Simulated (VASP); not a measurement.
Set up this calculation in VASP 6.6.1, as the native input.

- Task: single point
- Functional: LDA
- Potentials or basis: VASP PAW LDA potentials, release 64 (Pd)
- Cutoff: 520 eV
- k mesh: 17 × 17 × 17
- Occupations: fermi-dirac, width 0.1 eV
- Spin: no spin polarisation
- Dipole correction: no
- Further INCAR settings: ALGO = Normal; EDIFF = 1e-06; NBANDS = 11

The structure of Pd lies in POSCAR:

```
Pd
1.0
    0.0000000000      1.9206745742      1.9206745742
    1.9206745742      0.0000000000      1.9206745742
    1.9206745742      1.9206745742      0.0000000000
Pd
1
Direct
    0.0000000000      0.0000000000      0.0000000000
```

One way to write it, as run:

INCAR

```
SYSTEM = Pd
ALGO = Normal ; EDIFF = 1E-6
ENCUT = 520 ; ISIF = 2
ISMEAR = -1 ; LASPH = .TRUE.
LCHARG = .FALSE. ; LREAL = .FALSE.
LWAVE = .FALSE. ; NBANDS = 11
NELM = 100 ; PREC = Accurate
SIGMA = 0.1
```

KPOINTS

```
k-points
0
G
  17 17 17
  0 0 0
```

Potentials or basis: VASP PAW LDA potentials, release 64 (Pd).

Launch:

```sh
$ cat potpaw_LDA.64/Pd/POTCAR > POTCAR
$ mpirun -np 1 vasp_std > vasp.out
```

Results of the run:

- Pressure: 0.3 GPa
- Band gap on the k mesh: zero (band 5 reaches 10.58 eV, above the bottom of band 6 at 8.91 eV)

Wall time 10 s on 1 thread of Intel(R) Xeon(R) 6975P-C (Granite Rapids), on a shared host, peak memory 0.13 GiB.
